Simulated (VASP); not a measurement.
CsDyPt, 3 atoms in the cell. The structure is tetragonal, space group P4/mmm (No. 123). The conventional cell has a = 4.926 Å, b = 4.926 Å, c = 5.347 Å, α = 90.00°, β = 90.00°, γ = 90.00°. Cs (site symmetry 4/mmm) has 4 Pt at 3.48 Å and 8 Dy at 4.39 Å within 4.6 Å. Dy (site symmetry 4/mmm) has 2 Pt at 2.67 Å within 3.5 Å. Pt (site symmetry 4/mmm) has 2 Dy at 2.67 Å and 4 Cs at 3.48 Å within 3.5 Å. 

```yaml
Program: VASP 6.6.1
Task: single point
Functional: PBE
Potentials_or_basis: VASP PAW PBE potentials, release 64 (Cs_sv, Dy_3, Pt), 4f in core
Cutoff: 400 eV
k_mesh: 10 × 10 × 10
Occupations: gaussian, width 0.1 eV
Spin: no spin polarisation
Dipole_correction: no
k_mesh_for_the_DOS: 15 × 15 × 15
Occupations_for_the_DOS: tetrahedron
Further_INCAR_settings: ALGO = Normal; EDIFF = 1e-06; NBANDS = 21
```

Potentials or basis: VASP PAW PBE potentials, release 64 (Cs_sv, Dy_3, Pt), 4f in core.

Run with:

```bash
$ cat potpaw_PBE.64/Cs_sv/POTCAR potpaw_PBE.64/Dy_3/POTCAR potpaw_PBE.64/Pt/POTCAR > POTCAR
$ cp INCAR.step1 INCAR
$ cp KPOINTS.step1 KPOINTS
$ mpirun -np 1 vasp_std > vasp.out
$ cp INCAR.step2 INCAR
$ cp KPOINTS.step2 KPOINTS
$ mpirun -np 1 vasp_std > vasp.out
```

Hardware: 1 thread of Intel(R) Xeon(R) Platinum 8488C (Sapphire Rapids), on a shared host.

Problem. Estimate the wall time of this run.

Solution. Wall time 4.5 min on 1 thread of Intel(R) Xeon(R) Platinum 8488C (Sapphire Rapids), with other jobs on the host, peak memory 0.66 GiB. Counts: k points 288.
